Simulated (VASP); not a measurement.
# AlN (P6_3mc) in VASP: further runs

AlN is run at these levels: PBE-based screened hybrid with 5 % exact exchange, PBE-based screened hybrid with 10 % exact exchange, PBE-based screened hybrid with 15 % exact exchange, PBE-based screened hybrid with 20 % exact exchange; tasks: single point.

All numbers are computed with VASP 6.6.1; they aren't measurements. Logs are shortened: lines on timing, memory, paths and dates and some standing lists are left out, and cuts for length are marked.

**1. The cell of the first run**

The structure is hexagonal, space group P6_3mc (No. 186). Conventional cell: a = 3.113 Å, b = 3.113 Å, c = 4.981 Å, α = 90.00°, β = 90.00°, γ = 120.00°. Al (site symmetry 3m) has 4 N at 1.89 Å within 2.5 Å. N (site symmetry 3m) has 4 Al at 1.89 Å within 2.5 Å.

**2. Single point, PBE-based screened hybrid with 5 % exact exchange**

Input file POSCAR:

```
AlN
1.0
    3.1130000000      0.0000000000      0.0000000000
   -1.5565000000      2.6959370820      0.0000000000
    0.0000000000      0.0000000000      4.9810000000
Al N
2 2
Direct
    0.6666666667      0.3333333333      0.5000000000
    0.3333333333      0.6666666667      0.0000000000
    0.6666666667      0.3333333333      0.8800000000
    0.3333333333      0.6666666667      0.3800000000
```

Input file INCAR.step1:

```
ALGO = Normal ; EDIFF = 1E-5
ENCUT = 520 ; GGA = PE
ISIF = 2 ; ISMEAR = -1
LASPH = True ; LREAL = False
LWAVE = True ; NBANDS = 16
NELM = 60 ; PREC = Accurate
SIGMA = 0.05
```

Input file INCAR.step2:

```
AEXX = 0.05 ; ALGO = Normal
EDIFF = 1E-7 ; ENCUT = 520
GGA = PE ; HFSCREEN = 0.2
ISIF = 2 ; ISMEAR = -1
ISTART = 1 ; LASPH = True
LCHARG = True ; LELF = True
LHFCALC = True ; LREAL = False
LVHAR = True ; LWAVE = False
NBANDS = 16 ; NELM = 60
PREC = Accurate ; PRECFOCK = Normal
SIGMA = 0.05
```

Input file KPOINTS:

```
k-points
0
Gamma
  5 5 3
```

Potentials or basis: VASP PAW PBE potentials, release 64 (Al, N).

Started as:

```bash
$ cat potpaw_PBE.64/Al/POTCAR potpaw_PBE.64/N/POTCAR > POTCAR
$ cp INCAR.step1 INCAR
$ mpirun -np 1 vasp_std > vasp.out
$ cp INCAR.step2 INCAR
$ mpirun -np 1 vasp_std > vasp.out
```

OUTCAR:

```text
AEXX = 0.05
   EDIFF = 1E-7
   ENCUT = 520
   GGA = PE
   HFSCREEN = 0.2
   ISIF = 2
   ISMEAR = -1
   ISTART = 1
   LASPH = True
   LHFCALC = True
   LREAL = False
   NELM = 60
   PREC = Accurate
   PRECFOCK = Normal

 ion  position               nearest neighbor table
   1  0.667  0.333  0.500-   3 1.89   4 1.89   4 1.89   4 1.89   2 3.07   2 3.07   2 3.07   2 3.07
                             2 3.07   2 3.07
   2  0.333  0.667  0.000-   4 1.89   3 1.89   3 1.89   3 1.89   1 3.07   1 3.07   1 3.07   1 3.07
                             1 3.07   1 3.07
   3  0.667  0.333  0.880-   1 1.89   2 1.89   2 1.89   2 1.89
   4  0.333  0.667  0.380-   2 1.89   1 1.89   1 1.89   1 1.89

  LATTYP: Found a hexagonal cell.
 ALAT       =     3.1130000000
 C/A-ratio  =     1.6000642467

  Lattice vectors:

 A1 = (   3.1130000000,   0.0000000000,   0.0000000000)
 A2 = (  -1.5565000000,   2.6959370820,   0.0000000000)
 A3 = (   0.0000000000,   0.0000000000,   4.9810000000)

Analysis of symmetry for initial positions (statically):
=====================================================================
 Subroutine PRICEL returns:
 Original cell was already a primitive cell.

 Routine SETGRP: Setting up the symmetry group for a
 hexagonal supercell.

 Subroutine GETGRP returns: Found 12 space group operations
 (whereof  6 operations were pure point group operations)
 out of a pool of 24 trial point group operations.

The static configuration has the point symmetry C_3v.
 The point group associated with its full space group is C_6v.

Analysis of symmetry for dynamics (positions and initial velocities):
=====================================================================
 Subroutine PRICEL returns:
 Original cell was already a primitive cell.

 Routine SETGRP: Setting up the symmetry group for a
 hexagonal supercell.

 Subroutine GETGRP returns: Found 12 space group operations
 (whereof  6 operations were pure point group operations)
 out of a pool of 24 trial point group operations.

The dynamic configuration has the point symmetry C_3v.
 The point group associated with its full space group is C_6v.

 Subroutine INISYM returns: Found 12 space group operations
 (whereof  6 operations are pure point group operations),
 and found     1 'primitive' translations

----------------------------------------------------------------------------------------

                                     Primitive cell

  volume of cell :      41.8028

  direct lattice vectors                    reciprocal lattice vectors
     3.113000000  0.000000000  0.000000000     0.321233537  0.185464269  0.000000000
    -1.556500000  2.695937082  0.000000000     0.000000000  0.370928538  0.000000000
     0.000000000  0.000000000  4.981000000     0.000000000  0.000000000  0.200762899

  length of vectors
     3.113000000  3.113000000  4.981000000     0.370928538  0.370928538  0.200762899

  position of ions in fractional coordinates (direct lattice)
     0.666666667  0.333333333  0.500000000
     0.333333333  0.666666667  0.000000000
     0.666666667  0.333333333  0.880000000
     0.333333333  0.666666667  0.380000000

  ion indices of the primitive-cell ions
   primitive index   ion index
                 1           1
                 2           2
                 3           3
                 4           4

----------------------------------------------------------------------------------------

 KPOINTS: k-points

Automatic generation of k-mesh.
 Grid dimensions read from file:
 generate k-points for:    5    5    3

 Generating k-lattice:

  Cartesian coordinates                     Fractional coordinates (reciprocal lattice)
     0.064246707  0.037092854  0.000000000     0.200000000  0.000000000  0.000000000
     0.000000000  0.074185708  0.000000000     0.000000000  0.200000000  0.000000000
     0.000000000  0.000000000  0.066920966     0.000000000  0.000000000  0.333333333

  Length of vectors
     0.074185708  0.074185708  0.066920966

  Shift w.r.t. Gamma in fractional coordinates (k-lattice)
     0.000000000  0.000000000  0.000000000

 Subroutine IBZKPT returns following result:
 ===========================================

 Found     10 irreducible k-points:

 Following reciprocal coordinates:
            Coordinates               Weight
  0.000000  0.000000  0.000000      1.000000
  0.200000 -0.000000  0.000000      6.000000
  0.400000  0.000000  0.000000      6.000000
  0.200000  0.200000  0.000000      6.000000
  0.400000  0.200000  0.000000      6.000000
  0.000000  0.000000  0.333333      2.000000
  0.200000 -0.000000  0.333333     12.000000
  0.400000  0.000000  0.333333     12.000000
  0.200000  0.200000  0.333333     12.000000
  0.400000  0.200000  0.333333     12.000000
   k-points           NKPTS =     10   k-points in BZ     NKDIM =     75   number of bands    NBANDS=     16
   number of dos      NEDOS =    301   number of ions     NIONS =      4
   total plane-waves  NPLWV =  23040
   dimension x,y,z NGX =    24 NGY =   24 NGZ =   40
   dimension x,y,z NGXF=    48 NGYF=   48 NGZF=   80
   ions per type =               2   2
   NGX,Y,Z   is equivalent  to a cutoff of  12.82, 12.82, 13.35 a.u.
   NGXF,Y,Z  is equivalent  to a cutoff of  25.63, 25.63, 26.70 a.u.
 SYSTEM =  unknown system
   PREC   = accura    normal or accurate (medium, high low for compatibility)
   ISTART =      1    job   : 0-new  1-cont  2-samecut
   ICHARG =      0    charge: 1-file 2-atom 10-const
   ISPIN  =      1    spin polarized calculation?
   LNONCOLLINEAR =      F non collinear calculations
   LSORBIT =      F    spin-orbit coupling
   LASPH  =      T    aspherical Exc in radial PAW
   ENCUT  =  520.0 eV  38.22 Ry    6.18 a.u.   5.79  5.79  9.26*2*pi/ulx,y,z
   NELM   =     60;   NELMIN=  2; NELMDL=  0     # of ELM steps
   EDIFF  = 0.1E-06   stopping-criterion for ELM
   LREAL  =      F    real-space projection
   EDIFFG = 0.1E-05   stopping-criterion for IOM
   NSW    =      0    number of steps for IOM
   IBRION =     -1    ionic relax: 0-MD 1-quasi-New 2-CG
   NFREE  =      0    steps in history (QN), initial steepest desc. (CG)
   ISIF   =      2    stress and relaxation
   ISYM   =      3    0-nonsym 1-usesym 2-fastsym
   POTIM  = 0.5000    time-step for ionic-motion
   TEBEG  =    0.0;   TEEND  =   0.0 temperature during run
   PSTRESS=    0.0 pullay stress
   NELECT =      16.0000    total number of electrons
   NUPDOWN=      -1.0000    fix difference up-down
   EMIN   =  10.00;   EMAX   =-10.00  energy-range for DOS
   EFERMI =   0.00;   METHOD = LEGACY
   ISMEAR =    -1;   SIGMA  =   0.05  broadening in eV -4-tet -1-fermi 0-gaus
   EFERMI_NEDOS =   21; number of points for ismear=-14 and -15
   IALGO  =     38    algorithm
   IMIX   =      1    mixing-type and parameters
     AMIX     =   0.40;   BMIX     =  1.00
     AMIX_MAG =   1.60;   BMIX_MAG =  1.00
  volume/ion in A,a.u.               =      10.45        70.52
  Fermi-wavevector in a.u.,A,eV,Ry     =   1.188629  2.246183 19.222843  1.412839
  Thomas-Fermi vector in A             =   2.324754
   LORBIT       =      0    0 simple, 1 ext, 2 COOP (PROOUT), +10 PAW based schemes
   GGA     = PE    functional components
   LHFCALC =     T    Hartree Fock is set to
   PRECFOCK=normal    Normal, Fast or Accurate (Low or Medium for compatibility)
   ENCUT4O =  -1.0   cutoff for four orbital integrals eV
   NKREDX  =     1    reduce k-point grid by
   NKREDY  =     1    reduce k-point grid by
   NKREDZ  =     1    reduce k-point grid by
   AEXX    =    0.0500 exact exchange contribution
   HFSCREEN=    0.2000 screening length (either q_TF or 0.3 A-1)
   HFSCREENC=   0.2000 screening length for correlation (either q_TF or 0.3 A-1)
   ENCUTFOCK=  -1.0 apply spherical cutoff to Coloumb kernel
   IVDW    =     0    specifies the selected vdW correction
   LEPSILON=     F    determine dielectric tensor
   LRPA    =     F    only Hartree local field effects (RPA)
 non-spin polarized calculation
  energy-cutoff  :      520.00
  volume of cell :       41.80
 maximum number of plane-waves:      1142
 NGX is ok and might be reduce to    24
  NGX = 18; NGY = 18; NGZ = 28

 number of electron      15.9999997 magnetization

 Free energy of the ion-electron system (eV)
  ---------------------------------------------------
  ext. energy  EPLUGINS =         0.00000000
  ---------------------------------------------------
  free energy    TOTEN  =       -30.78260383 eV

  energy without entropy =      -30.78260383  energy(sigma->0) =      -30.78260383

 E-fermi :   6.9856     XC(G=0): -10.5198

 val. band max:        5.9446947202   @ k =   0.0000   0.0000   0.0000
 cond. band min:      10.4356698923   @ k =   0.0000   0.0000   0.0000
 fundamental gap:      4.4909751721
 Fermi energy:         6.9855781485

 k-point     1 :       0.0000    0.0000    0.0000
  band No.  band energies     occupation
      1      -9.5202      2.00000
      2      -7.3426      2.00000
      3      -0.1357      2.00000
      4       5.0944      2.00000
      5       5.0944      2.00000
      6       5.7620      2.00000
[... 8 lines left out ...]
     15      19.4573      0.00000
     16      19.4573      0.00000

 k-point     2 :       0.2000   -0.0000    0.0000
  band No.  band energies     occupation
      1      -9.0217      2.00000
      2      -7.0821      2.00000
      3       0.4689      2.00000
      4       3.1779      2.00000
      5       4.0627      2.00000
      6       4.5652      2.00000
[... 8 lines left out ...]
     15      18.5582      0.00000
     16      19.0344      0.00000

 k-point     3 :       0.4000    0.0000    0.0000
  band No.  band energies     occupation
      1      -7.8650      2.00000
      2      -6.7796      2.00000
      3       0.7932      2.00000
      4       1.9804      2.00000
      5       2.1055      2.00000
      6       3.9343      2.00000
[... 8 lines left out ...]
     15      18.7827      0.00000
     16      21.4473      0.00000

 k-point     4 :       0.2000    0.2000    0.0000
  band No.  band energies     occupation
      1      -8.1707      2.00000
      2      -6.7865      2.00000
      3       1.5682      2.00000
      4       1.9235      2.00000
      5       2.1107      2.00000
      6       3.8018      2.00000
[... 8 lines left out ...]
     15      18.7361      0.00000
     16      20.9112      0.00000

 k-point     5 :       0.4000    0.2000    0.0000
  band No.  band energies     occupation
      1      -7.3013      2.00000
      2      -6.8309      2.00000
      3       0.7948      2.00000
      4       2.0195      2.00000
      5       2.6421      2.00000
      6       2.9242      2.00000
[... 8 lines left out ...]
     15      19.3050      0.00000
     16      20.8828      0.00000

 k-point     6 :       0.0000    0.0000    0.3333
  band No.  band energies     occupation
      1      -9.0993      2.00000
      2      -8.0527      2.00000
      3       1.2312      2.00000
      4       4.0364      2.00000
      5       5.2539      2.00000
      6       5.2539      2.00000
[... 8 lines left out ...]
     15      18.3306      0.00000
     16      18.3306      0.00000

 k-point     7 :       0.2000   -0.0000    0.3333
  band No.  band energies     occupation
      1      -8.6320      2.00000
      2      -7.6893      2.00000
      3       1.3980      2.00000
      4       3.0100      2.00000
      5       3.8757      2.00000
      6       4.8044      2.00000
[... 8 lines left out ...]
     15      18.5929      0.00000
     16      19.1715      0.00000

 k-point     8 :       0.4000    0.0000    0.3333
  band No.  band energies     occupation
      1      -7.6037      2.00000
      2      -7.0577      2.00000
      3       0.4413      2.00000
      4       1.0698      2.00000
      5       3.5759      2.00000
      6       4.2320      2.00000
[... 8 lines left out ...]
     15      18.5555      0.00000
     16      20.5857      0.00000

 k-point     9 :       0.2000    0.2000    0.3333
  band No.  band energies     occupation
      1      -7.8618      2.00000
      2      -7.1734      2.00000
      3       1.1326      2.00000
      4       1.6153      2.00000
      5       3.5071      2.00000
      6       3.6289      2.00000
[... 8 lines left out ...]
     15      18.5584      0.00000
     16      20.1712      0.00000

 k-point    10 :       0.4000    0.2000    0.3333
  band No.  band energies     occupation
      1      -7.1584      2.00000
      2      -6.9188      2.00000
      3       0.5857      2.00000
      4       1.0519      2.00000
      5       2.4623      2.00000
      6       3.3891      2.00000
[... 8 lines left out ...]
     15      19.5121      0.00000
     16      20.9073      0.00000

------------------------ aborting loop because EDIFF is reached ----------------------------------------

  FORCE on cell =-STRESS in cart. coord.  units (eV):
  Direction    XX          YY          ZZ          XY          YZ          ZX
  --------------------------------------------------------------------------------------
  -------------------------------------------------------------------------------------
  Total        0.4858477      0.4858477      0.8981782      0.0000000     -0.0000000     -0.0000000
  in kB       18.6210986     18.6210986     34.4245012      0.0000000     -0.0000000     -0.0000000
  external PRESSURE =      23.8888995 kB  Pullay stress =       0.0000000 kB

 VOLUME and BASIS-vectors are now :
 -----------------------------------------------------------------------------
  energy-cutoff  :      520.00
  volume of cell :       41.80
      direct lattice vectors                 reciprocal lattice vectors
     3.113000000  0.000000000  0.000000000     0.321233537  0.185464269  0.000000000
    -1.556500000  2.695937082  0.000000000     0.000000000  0.370928538  0.000000000
     0.000000000  0.000000000  4.981000000     0.000000000  0.000000000  0.200762899

 POSITION                                       TOTAL-FORCE (eV/Angst)
 -----------------------------------------------------------------------------------
      1.55650      0.89865      2.49050         0.000000     -0.000000     -0.131755
     -0.00000      1.79729      0.00000         0.000000      0.000000     -0.131755
      1.55650      0.89865      4.38328        -0.000000     -0.000000      0.131755
     -0.00000      1.79729      1.89278         0.000000      0.000000      0.131755
 -----------------------------------------------------------------------------------
    total drift:                               -0.000000     -0.000000      0.000363

  FREE ENERGIE OF THE ION-ELECTRON SYSTEM (eV)
  ---------------------------------------------------
  free  energy   TOTEN  =       -30.7826038332 eV

  energy  without entropy=      -30.7826038331  energy(sigma->0) =      -30.78260383
```

Run time: 12 min. Hardware: 1 thread of AMD EPYC 7R13, shared host; peak memory 0.22 GiB.

What came out:

```yaml
Free_energy: -30.7826 eV
Pressure: 2.4 GPa
Largest_force: 0.132 eV/Å
Band_gap_on_the_k_mesh: 4.49 eV
```

Forces on the atoms (eV/Å):
```
Al   0.000  0.000 -0.132
Al   0.000  0.000 -0.132
N    0.000  0.000  0.132
N    0.000  0.000  0.132
```

Stress tensor (GPa, compression positive):
```
1.86 0.00 0.00
0.00 1.86 0.00
0.00 0.00 3.44
```

Levels at points of the mesh, in eV from the valence-band top:
```
           k point  band 4  band 5  band 6  band 7  band 8  band 9  band 10  band 11  band 12  band 13
(0.00, 0.00, 0.00)   -0.85   -0.85   -0.18   -0.18    0.00    4.49     6.96    10.99    11.49    11.49
```

Caveat: the k points lie up to 0.47 Å⁻¹ apart; the PAW data sets were made with another functional, which shifts forces and pressure a little.

**3. Single point, PBE-based screened hybrid with 10 % exact exchange**

POSCAR is that of step 2.

Input file INCAR.step1:

```
  PREC = Accurate
  ENCUT = 520
  EDIFF = 1E-5
  ISMEAR = -1
  SIGMA = 0.05
  LREAL = False
  LASPH = True
  NELM = 60
  ALGO = Normal
  ISIF = 2
  LWAVE = True
  GGA = PE
  NBANDS = 16
```

Input file INCAR.step2:

```
  PREC = Accurate
  ENCUT = 520
  EDIFF = 1E-6
  ISMEAR = -1
  SIGMA = 0.05
  LREAL = False
  LASPH = True
  NELM = 60
  ALGO = Normal
  ISIF = 2
  LWAVE = False
  LCHARG = True
  GGA = PE
  LHFCALC = True
  AEXX = 0.1
  HFSCREEN = 0.2
  PRECFOCK = Normal
  LELF = True
  LVHAR = True
  ISTART = 1
  NBANDS = 16
```

Input file KPOINTS:

```
Automatic mesh
0
Gamma
  5 5 3
```

Potentials or basis: VASP PAW PBE potentials, release 64 (Al, N).

Started as:

```bash
$ cat potpaw_PBE.64/Al/POTCAR potpaw_PBE.64/N/POTCAR > POTCAR
$ cp INCAR.step1 INCAR
$ mpirun -np 1 vasp_std > vasp.out
$ cp INCAR.step2 INCAR
$ mpirun -np 1 vasp_std > vasp.out
```

Run time: 11 min. Hardware: 1 thread of AMD EPYC 7R13, shared host; peak memory 0.22 GiB.

The run converged. Its results:

| Property | Result |
| --- | --- |
| Free energy | -31.8110 eV |
| Pressure | 1.3 GPa |
| Largest force | 0.131 eV/Å |
| Band gap on the k mesh | 4.76 eV |

Forces on the atoms (eV/Å):
```
Al   0.000  0.000 -0.131
Al   0.000  0.000 -0.131
N    0.000  0.000  0.131
N    0.000  0.000  0.131
```

Stress tensor (GPa, compression positive):
```
0.82 0.00 0.00
0.00 0.82 0.00
0.00 0.00 2.40
```

Levels at points of the mesh, in eV from the valence-band top:
```csv
k point,band 4,band 5,band 6,band 7,band 8,band 9,band 10,band 11,band 12,band 13
"(0.00, 0.00, 0.00)",-0.87,-0.87,-0.19,-0.19,0.00,4.76,7.25,11.36,11.81,11.81
```

Caveat: the k points lie up to 0.47 Å⁻¹ apart; the PAW data sets were made with another functional, which shifts forces and pressure a little.

[end of part 1 of 2]
